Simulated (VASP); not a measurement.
## SnS2: single point with PBE-based screened hybrid with 35 % exact exchange

The system is SnS2.

```
Sn S
1.0
     3.66075    0.00000    0.00000
    -1.83038    3.17031    0.00000
     0.00000    0.00000    5.96178
Sn S
1 2
Cartesian
  0.0000 0.0000 0.0000
  0.0000 2.1135 1.4642
  1.8304 1.0568 4.4976
```

* Program: VASP 6.6.1
* Task: single point
* Functional: PBE-based screened hybrid with 35 % exact exchange
* Potentials or basis: VASP PAW PBE potentials, release 64 (Sn_d, S)
* Cutoff: 400 eV
* k mesh: 6 × 6 × 2
* Occupations: gaussian, width 0.01 eV
* Spin: no spin polarisation

| Item | Value |
| --- | --- |
| Pressure | -1.1 GPa |
| Largest force | 0.391 eV/Å |
| Band gap on the k mesh | 2.52 eV (least direct gap 2.88 eV) |

Forces in eV/Å, atoms in the order of the input:
```
Sn   0.000  0.000  0.000
S    0.000  0.000 -0.391
S    0.000  0.000  0.391
```

Stress tensor (GPa, compression positive):
```
-1.11  0.00  0.00
 0.00 -1.11  0.00
 0.00  0.00 -1.20
```

Levels at points of the mesh, in eV from the valence-band top:
| k point | band 11 | band 12 | band 13 | band 14 | band 15 | band 16 |
| --- | --- | --- | --- | --- | --- | --- |
| (0.00, 0.00, 0.00) | -0.26 | -0.26 | 0.00 | 3.10 | 4.79 | 6.73 |
| (0.50, 0.00, 0.00) | -2.69 | -0.92 | -0.20 | 2.68 | 5.71 | 7.18 |
| (0.00, 0.00, 0.50) | -0.68 | -0.14 | -0.14 | 4.22 | 4.86 | 6.48 |
| (0.50, 0.00, 0.50) | -1.93 | -0.69 | -0.52 | 2.52 | 5.93 | 6.89 |

Wall time 16 min on 1 thread of Intel(R) Xeon(R) Platinum 8375C CPU @ 2.90GHz (Ice Lake), on a shared host, peak memory 0.27 GiB.

Caveat: the k points lie up to 0.53 Å⁻¹ apart; the PAW data sets were made with another functional, which shifts forces and pressure a little; spin-orbit coupling is left out, which moves the levels of the heavy elements. A k mesh can miss the band edges.
